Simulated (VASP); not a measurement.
# W (Im-3m) in VASP: further runs, part 3 of 3

VASP 6.6.1. The steps go on from the part before.

### Step 5. Single point, PBEsol (14.44 Å³/atom)

This run uses another cell than the first one, of 14.44 Å³/atom.

The input, INCAR:

```
SYSTEM = W
  ALGO = Normal
  EDIFF = 1E-6
  ENCUT = 520
  GGA = PS
  ISIF = 2
  ISMEAR = -1
  LASPH = .True.
  LCHARG = .False.
  LREAL = .False.
  LWAVE = .False.
  NBANDS = 13
  NELM = 80
  PREC = Accurate
  SIGMA = 0.1
```

The input, KPOINTS:

```
k-points
0
Gamma
  23 23 23
  0 0 0
```

The input, POSCAR:

```
W
1.0
   -1.5340870781      1.5340870781      1.5340870781
    1.5340870781     -1.5340870781      1.5340870781
    1.5340870781      1.5340870781     -1.5340870781
W
1
Direct
    0.0000000000      0.0000000000      0.0000000000
```

Run with:

```bash
> cat potpaw_PBE.64/W_sv/POTCAR > POTCAR
> mpirun -np 1 vasp_std > vasp.out
```

It took 42 s on 1 thread of Intel Xeon Platinum 8259CL at 2.50GHz (Skylake/Cascade Lake), shared host; peak memory 0.18 GiB.

Results (log left out):

* Free energy: -13.6908 eV
* Pressure: 33.0 GPa
* Band gap on the k mesh: zero (bands 7 and 8 overlap by 7.01 eV)

Levels at points of the mesh, in eV from the Fermi level:
```tsv
k point	band 5	band 6	band 7	band 8	band 9	band 10
(0.00, 0.00, 0.00)	-10.18	-1.43	-1.43	-1.43	2.44	2.44
```

Caveat: the cell stands under pressure; the PAW data sets were made with another functional, which shifts forces and pressure a little; spin-orbit coupling is left out, which moves the levels of the heavy elements.

### Step 6. Single point, PBEsol (15.07 Å³/atom)

This run uses another cell than the first one, of 15.07 Å³/atom.

The input, INCAR:

```
SYSTEM = W
ALGO     = Normal         ! electronic algorithm
EDIFF    = 1E-6           ! SCF threshold, eV
ENCUT    = 520            ! plane-wave cutoff, eV
GGA      = PS             ! functional
ISIF     = 2              ! what is computed and relaxed
ISMEAR   = -1             ! smearing method
LASPH    = .TRUE.         ! aspherical terms in the spheres
LCHARG   = .TRUE.         ! write CHGCAR
LELF     = .TRUE.         ! ELF
LREAL    = .FALSE.        ! projectors in reciprocal space
LVHAR    = .TRUE.       
LWAVE    = .FALSE.        ! write WAVECAR
NBANDS   = 13             ! bands
NELM     = 100            ! most SCF steps
PREC     = Accurate       ! precision mode
SIGMA    = 0.1            ! smearing width, eV
```

The input, KPOINTS:

```
k-points
0
G
  23 23 23
  0 0 0
```

The input, POSCAR:

```
W
1.0
   -1.5560055691      1.5560055691      1.5560055691
    1.5560055691     -1.5560055691      1.5560055691
    1.5560055691      1.5560055691     -1.5560055691
W
1
Direct
    0.0000000000      0.0000000000      0.0000000000
```

Potentials or basis: VASP PAW PBE potentials, release 64 (W_sv).

Run with:

```bash
> cat potpaw_PBE.64/W_sv/POTCAR > POTCAR
> mpirun -np 1 vasp_std > vasp.out
```

OUTCAR:

```text
SYSTEM = W
   EDIFF = 1E-6
   ENCUT = 520
   GGA = PS
   ISIF = 2
   ISMEAR = -1
   LASPH = .TRUE.
   LREAL = .FALSE.
   NELM = 100
   PREC = Accurate

 ion  position               nearest neighbor table
   1  0.000  0.000  0.000-

  LATTYP: Found a body centered cubic cell.
 ALAT       =     3.1120111382

  Lattice vectors:

 A1 = (  -1.5560055691,   1.5560055691,   1.5560055691)
 A2 = (   1.5560055691,  -1.5560055691,   1.5560055691)
 A3 = (   1.5560055691,   1.5560055691,  -1.5560055691)

Analysis of symmetry for initial positions (statically):
=====================================================================
 Subroutine PRICEL returns:
 Original cell was already a primitive cell.

 Routine SETGRP: Setting up the symmetry group for a
 body centered cubic supercell.

 Subroutine GETGRP returns: Found 48 space group operations
 (whereof 48 operations were pure point group operations)
 out of a pool of 48 trial point group operations.

The static configuration has the point symmetry O_h .

Analysis of symmetry for dynamics (positions and initial velocities):
=====================================================================
 Subroutine PRICEL returns:
 Original cell was already a primitive cell.

 Routine SETGRP: Setting up the symmetry group for a
 body centered cubic supercell.

 Subroutine GETGRP returns: Found 48 space group operations
 (whereof 48 operations were pure point group operations)
 out of a pool of 48 trial point group operations.

The dynamic configuration has the point symmetry O_h .

 Subroutine INISYM returns: Found 48 space group operations
 (whereof 48 operations are pure point group operations),
 and found     1 'primitive' translations

----------------------------------------------------------------------------------------

                                     Primitive cell

  volume of cell :      15.0693

  direct lattice vectors                    reciprocal lattice vectors
    -1.556005569  1.556005569  1.556005569     0.000000000  0.321335611  0.321335611
     1.556005569 -1.556005569  1.556005569     0.321335611  0.000000000  0.321335611
     1.556005569  1.556005569 -1.556005569     0.321335611  0.321335611  0.000000000

  length of vectors
     2.695080703  2.695080703  2.695080703     0.454437179  0.454437179  0.454437179

  position of ions in fractional coordinates (direct lattice)
     0.000000000  0.000000000  0.000000000

  ion indices of the primitive-cell ions
   primitive index   ion index
                 1           1

----------------------------------------------------------------------------------------

 KPOINTS: k-points

Automatic generation of k-mesh.
 Grid dimensions read from file:
 generate k-points for:   23   23   23

 Generating k-lattice:

  Cartesian coordinates                     Fractional coordinates (reciprocal lattice)
     0.000000000  0.013971114  0.013971114     0.043478261  0.000000000  0.000000000
     0.013971114  0.000000000  0.013971114     0.000000000  0.043478261  0.000000000
     0.013971114  0.013971114  0.000000000     0.000000000  0.000000000  0.043478261

  Length of vectors
     0.019758138  0.019758138  0.019758138

  Shift w.r.t. Gamma in fractional coordinates (k-lattice)
     0.000000000  0.000000000  0.000000000

 Subroutine IBZKPT returns following result:
 ===========================================

 Found    364 irreducible k-points:

 Following reciprocal coordinates:
            Coordinates               Weight
  0.000000  0.000000  0.000000      1.000000
  0.043478  0.000000  0.000000     12.000000
  0.086957  0.000000  0.000000     12.000000
  0.130435  0.000000  0.000000     12.000000
  0.173913  0.000000  0.000000     12.000000
  0.217391  0.000000  0.000000     12.000000
[... 16 lines left out ...]
  0.478261  0.043478  0.000000     24.000000
  0.086957  0.086957  0.000000     24.000000
 [... further k-points ...]
   k-points           NKPTS =    364   k-points in BZ     NKDIM =    364   number of bands    NBANDS=     13
   number of dos      NEDOS =    301   number of ions     NIONS =      1
   total plane-waves  NPLWV =   8000
   dimension x,y,z NGX =    20 NGY =   20 NGZ =   20
   dimension x,y,z NGXF=    40 NGYF=   40 NGZF=   40
   ions per type =               1
   NGX,Y,Z   is equivalent  to a cutoff of  12.34, 12.34, 12.34 a.u.
   NGXF,Y,Z  is equivalent  to a cutoff of  24.67, 24.67, 24.67 a.u.
 SYSTEM =  W
   PREC   = accura    normal or accurate (medium, high low for compatibility)
   ISTART =      0    job   : 0-new  1-cont  2-samecut
   ICHARG =      2    charge: 1-file 2-atom 10-const
   ISPIN  =      1    spin polarized calculation?
   LNONCOLLINEAR =      F non collinear calculations
   LSORBIT =      F    spin-orbit coupling
   LASPH  =      T    aspherical Exc in radial PAW
   ENCUT  =  520.0 eV  38.22 Ry    6.18 a.u.   5.01  5.01  5.01*2*pi/ulx,y,z
   NELM   =    100;   NELMIN=  2; NELMDL= -5     # of ELM steps
   EDIFF  = 0.1E-05   stopping-criterion for ELM
   LREAL  =      F    real-space projection
   EDIFFG = 0.1E-04   stopping-criterion for IOM
   NSW    =      0    number of steps for IOM
   IBRION =     -1    ionic relax: 0-MD 1-quasi-New 2-CG
   NFREE  =      0    steps in history (QN), initial steepest desc. (CG)
   ISIF   =      2    stress and relaxation
   ISYM   =      2    0-nonsym 1-usesym 2-fastsym
   POTIM  = 0.5000    time-step for ionic-motion
   TEBEG  =    0.0;   TEEND  =   0.0 temperature during run
   PSTRESS=    0.0 pullay stress
   NELECT =      14.0000    total number of electrons
   NUPDOWN=      -1.0000    fix difference up-down
   EMIN   =  10.00;   EMAX   =-10.00  energy-range for DOS
   EFERMI =   0.00;   METHOD = LEGACY
   ISMEAR =    -1;   SIGMA  =   0.10  broadening in eV -4-tet -1-fermi 0-gaus
   EFERMI_NEDOS =   21; number of points for ismear=-14 and -15
   IALGO  =     38    algorithm
   IMIX   =      4    mixing-type and parameters
     AMIX     =   0.40;   BMIX     =  1.00
     AMIX_MAG =   1.60;   BMIX_MAG =  1.00
  volume/ion in A,a.u.               =      15.07       101.69
  Fermi-wavevector in a.u.,A,eV,Ry     =   1.597422  3.018690 34.718768  2.551757
  Thomas-Fermi vector in A             =   2.695031
   LORBIT       =      0    0 simple, 1 ext, 2 COOP (PROOUT), +10 PAW based schemes
   GGA     = PS    functional components
   LHFCALC =     F    Hartree Fock is set to
   AEXX    =    0.0000 exact exchange contribution
   IVDW    =     0    specifies the selected vdW correction
   LEPSILON=     F    determine dielectric tensor
   LRPA    =     F    only Hartree local field effects (RPA)
 non-spin polarized calculation
  energy-cutoff  :      520.00
  volume of cell :       15.07
 maximum number of plane-waves:       420
   NGX =  9   NGY =  9   NGZ =  9

 number of electron      14.0000001 magnetization

 Free energy of the ion-electron system (eV)
  ---------------------------------------------------
  ext. energy  EPLUGINS =         0.00000000
  ---------------------------------------------------
  free energy    TOTEN  =       -13.78403537 eV

  energy without entropy =      -13.76996330  energy(sigma->0) =      -13.77699933

 E-fermi :  12.0252     XC(G=0): -14.0499

 val. band max:       12.0240207447   @ k =  -0.4783   0.4783   0.2174
 cond. band min:      12.0332456347   @ k =  -0.2609   0.3043   0.1304
 fundamental gap:      0.0092248900
 Fermi energy:        12.0252445968

 k-point     1 :       0.0000    0.0000    0.0000
  band No.  band energies     occupation
      1     -62.0616      2.00000
      2     -25.5370      2.00000
      3     -25.5370      2.00000
      4     -25.5370      2.00000
      5       2.0893      2.00000
      6      10.6963      2.00000
      7      10.6963      2.00000
      8      10.6963      2.00000
      9      14.3775      0.00000
     10      14.3775      0.00000
     11      26.6734      0.00000
     12      26.6734      0.00000
     13      26.6734      0.00000
[... 353 lines left out ...]
 k-point    24 :       0.0870    0.0870    0.0000
  band No.  band energies     occupation
      1     -62.0269      2.00000
      2     -25.8781      2.00000
      3     -25.6155      2.00000
      4     -25.5669      2.00000
      5       3.1953      2.00000
      6      10.1568      2.00000
      7      10.2882      2.00000
      8      11.8811      1.61750
      9      13.5453      0.00000
     10      14.5108      0.00000
     11      27.5394      0.00000
     12      28.5341      0.00000
     13      28.9518      0.00000

 [... further k-points ...]

------------------------ aborting loop because EDIFF is reached ----------------------------------------

  FORCE on cell =-STRESS in cart. coord.  units (eV):
  Direction    XX          YY          ZZ          XY          YZ          ZX
  --------------------------------------------------------------------------------------
  -------------------------------------------------------------------------------------
  Total        1.4149651      1.4149651      1.4149651     -0.0000000     -0.0000000      0.0000000
  in kB      150.4398474    150.4398474    150.4398474     -0.0000000     -0.0000000      0.0000000
  external PRESSURE =     150.4398474 kB  Pullay stress =       0.0000000 kB

 VOLUME and BASIS-vectors are now :
 -----------------------------------------------------------------------------
  energy-cutoff  :      520.00
  volume of cell :       15.07
      direct lattice vectors                 reciprocal lattice vectors
    -1.556005569  1.556005569  1.556005569     0.000000000  0.321335611  0.321335611
     1.556005569 -1.556005569  1.556005569     0.321335611  0.000000000  0.321335611
     1.556005569  1.556005569 -1.556005569     0.321335611  0.321335611  0.000000000

 POSITION                                       TOTAL-FORCE (eV/Angst)
 -----------------------------------------------------------------------------------
      0.00000      0.00000      0.00000        -0.000000      0.000000     -0.000000
 -----------------------------------------------------------------------------------
    total drift:                                0.000000     -0.000000      0.000000

  FREE ENERGIE OF THE ION-ELECTRON SYSTEM (eV)
  ---------------------------------------------------
  free  energy   TOTEN  =       -13.7840353674 eV

  energy  without entropy=      -13.7699632959  energy(sigma->0) =      -13.77699933
```

Wall time 42 s (1 thread of Intel Xeon Platinum 8259CL at 2.50GHz (Skylake/Cascade Lake), shared host); peak memory 0.18 GiB.

What came out:

* Free energy: -13.7840 eV
* Pressure: 15.0 GPa
* Band gap on the k mesh: zero (bands 7 and 8 overlap by 6.61 eV)

Caveat: the cell stands under pressure; the PAW data sets were made with another functional, which shifts forces and pressure a little; spin-orbit coupling is left out, which moves the levels of the heavy elements.

### Step 7. The runs side by side

| task | cell | k mesh | cutoff (eV) | gap on the mesh (eV) | pressure (GPa) |
| --- | --- | --- | --- | --- | --- |
| single point | a = 2.732 Å, angles 109.5°, 1 atom | 14 × 14 × 14 | 520 | none | 0.7 |
| relaxation of cell and atoms | relaxed from a = 2.741 Å, angles 109.5°, 1 atom | 14 × 14 × 14 | 600 | none | 0.0 |
| single point | a = 2.618 Å, angles 109.5°, 1 atom | 23 × 23 × 23 | 520 | none | 55.0 |
| single point | a = 2.657 Å, angles 109.5°, 1 atom | 23 × 23 × 23 | 520 | none | 33.0 |
| single point | a = 2.695 Å, angles 109.5°, 1 atom | 23 × 23 × 23 | 520 | none | 15.0 |

Alike in all rows: level PBEsol; potentials or basis VASP PAW PBE potentials, release 64 (W_sv); no spin polarisation; smearing fermi-dirac 0.1 eV.

Caveats: the PAW data sets were made with another functional, which shifts forces and pressure a little; spin-orbit coupling is left out, which moves the levels of the heavy elements; the cell stands under pressure (at least some runs).

Total energies depend on the potentials used, so only differences within one code and one set of settings carry meaning.

The gap in the log of VASP goes by the Fermi energy; the results here count the filled bands.